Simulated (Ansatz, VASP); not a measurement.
**One calculation of Cd, two programs**

```xyz
1
Lattice="-0.1109 2.2181 2.2181 2.2181 -0.1109 2.2181 2.1072 2.1072 0.0000" Properties=species:S:1:pos:R:3 pbc="T T T"
Cd    0.0000    0.0000    0.0000
```

Change from the starting cell: strain -0.1000 x Voigt [0, 0, 0, 0, 0, 1], atoms carried along.

Alike in both runs: task single point; functional LDA; k mesh 18 × 18 × 18; occupations gaussian, width 0.15 eV; no spin polarisation.

|  | VASP | Ansatz |
| --- | --- | --- |
| version | VASP 6.6.1 | Ansatz 0.2.0 |
| potentials or method | VASP PAW LDA potentials, release 64 (Cd), cutoff 520 eV | scalar-relativistic, plane waves, PAW |
| valence electrons in the cell | 12 | 20 |

```tsv
	VASP	Ansatz	Ansatz less VASP
gap on the k mesh at the Fermi level (eV)	none	none	-
pressure (GPa)	-4.1	-4.6	-0.43
traceless stress, the component that is largest in VASP (GPa)	-0.59	-0.68	-0.094
```

LDA's correlation is that of Perdew and Zunger in VASP and of Perdew and Wang (1992) in Ansatz. A gap of «none» marks a metal or a gap that the smearing closes. VASP's potentials hold 12 valence electrons a cell and Ansatz's 20, so a difference there can come from the potentials and not from the codes.
